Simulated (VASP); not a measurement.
Write the native input for VASP 6.6.1 that does the following.

```
Task                   : single point
Functional             : PBE
Dispersion             : D3(BJ)
Potentials or basis    : VASP PAW PBE potentials, release 64 (S, Pt)
Cutoff                 : 520 eV
k mesh                 : 9 × 9 × 1
Occupations            : gaussian, width 0.05 eV
Spin                   : no spin polarisation
Dipole correction      : yes
Further INCAR settings : ALGO = Normal; EDIFF = 1e-06; NBANDS = 31
```

The structure of PtS2 lies in POSCAR:

```
PtS2
1.0
    3.5414392908      0.0000000000      0.0000000000
   -1.7707196454      3.0669763918      0.0000000000
    0.0000000000      0.0000000000     22.4671527902
S Pt
4 2
Direct
    0.6666666667      0.3333333333      0.2002924021
    0.3333333333      0.6666666667      0.3104320189
    0.6666666667      1.3333333333      0.4295727497
    1.0000000000      1.0000000000      0.5399129607
    0.0000000000      0.0000000000      0.2557419776
    1.3333333333      1.6666666667      0.4845359861
```

The input as run:

INCAR

```
SYSTEM = PtS2
ALGO     = Normal         ! electronic algorithm
DIPOL    = 0.5 0.5 0.370
EDIFF    = 1E-6           ! SCF threshold, eV
ENCUT    = 520            ! plane-wave cutoff, eV
GGA      = PE             ! functional
IDIPOL   = 3            
ISIF     = 2              ! what is computed and relaxed
ISMEAR   = 0              ! smearing method
IVDW     = 12             ! dispersion correction
LASPH    = .TRUE.         ! aspherical terms in the spheres
LCHARG   = .FALSE.        ! write CHGCAR
LDIPOL   = .TRUE.       
LREAL    = .FALSE.        ! projectors in reciprocal space
LWAVE    = .FALSE.        ! write WAVECAR
NBANDS   = 31             ! bands
NELM     = 100            ! most SCF steps
PREC     = Accurate       ! precision mode
SIGMA    = 0.05           ! smearing width, eV
```

KPOINTS

```
k-points
0
G
  9 9 1
  0 0 0
```

Potentials or basis: VASP PAW PBE potentials, release 64 (S, Pt).

Command:

```console
$ cat potpaw_PBE.64/S/POTCAR potpaw_PBE.64/Pt/POTCAR > POTCAR
$ mpirun -np 1 vasp_std > vasp.out
```

It gave:

* Largest force: 0.039 eV/Å
* Band gap on the k mesh: 1.12 eV, indirect (least direct gap 1.41 eV)
* Dispersion energy per atom: -0.342 eV

Caveat: spin-orbit coupling is left out, which moves the levels of the heavy elements.

Wall time 70 s on 1 thread of Intel(R) Xeon(R) 6975P-C (Granite Rapids), with other jobs on the host, peak memory 0.38 GiB.
